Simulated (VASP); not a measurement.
Wanted: the native input for a VASP 6.6.1 run.

```
Task                   : electric field gradients
Functional             : LDA
Potentials or basis    : VASP PAW LDA potentials, release 64 (Pt, Pb_d)
Cutoff                 : 520 eV
k mesh                 : 9 × 9 × 9
Occupations            : fermi-dirac, width 0.03 eV
Spin                   : no spin polarisation
Dipole correction      : no
Further INCAR settings : ALGO = Normal; EDIFF = 1e-08; NBANDS = 30
```

The structure of Pt3Pb lies in POSCAR:

```
Pt3Pb
1.0
    4.0580000000      0.0202900000      0.0202900000
    0.0202900000      4.0580000000      0.0202900000
    0.0202900000      0.0202900000      4.0580000000
Pt Pb
3 1
Direct
    0.0000000000      0.5000000000      0.5000000000
    0.5000000000      0.0000000000      0.5000000000
    0.5000000000      0.5000000000      0.0000000000
    0.0000000000      0.0000000000      0.0000000000
```

This cell differs from its parent crystal: equal xy, yz and zx shear strains of +1 %.

One way to write it, as run:

INCAR

```
ALGO = Normal
EDIFF = 1E-8
ENCUT = 520
ISIF = 2
ISMEAR = -1
LASPH = True
LCHARG = False
LEFG = True
LREAL = False
LWAVE = False
NBANDS = 30
NELM = 80
PREC = Accurate
SIGMA = 0.03
```

KPOINTS

```
k-points
0
Gamma
  9 9 9
```

Potentials or basis: VASP PAW LDA potentials, release 64 (Pt, Pb_d).

Launch:

```bash
$ cat potpaw_LDA.64/Pt/POTCAR potpaw_LDA.64/Pb_d/POTCAR > POTCAR
$ mpirun -np 1 vasp_std > vasp.out
```

Results of the run:

```json
{
 "Pressure": "-2.2 GPa",
 "Band gap on the k mesh": "zero (bands 22 and 23 overlap by 0.40 eV)",
 "Largest electric field gradient by atom": "Pt -148.1; Pb +35.3 V/Å²"
}
```

Caveat: the cell differs from its parent crystal (equal xy, yz and zx shear strains of +1 %); without QUAD_EFG the Cq values of the log hold for a quadrupole moment of 1 mb, not for the nuclei; spin-orbit coupling is left out, which moves the levels of the heavy elements.

It took 50 s on 1 thread of AMD EPYC 9R45 96-Core Processor (Zen 5), on a shared host, peak memory 0.23 GiB.
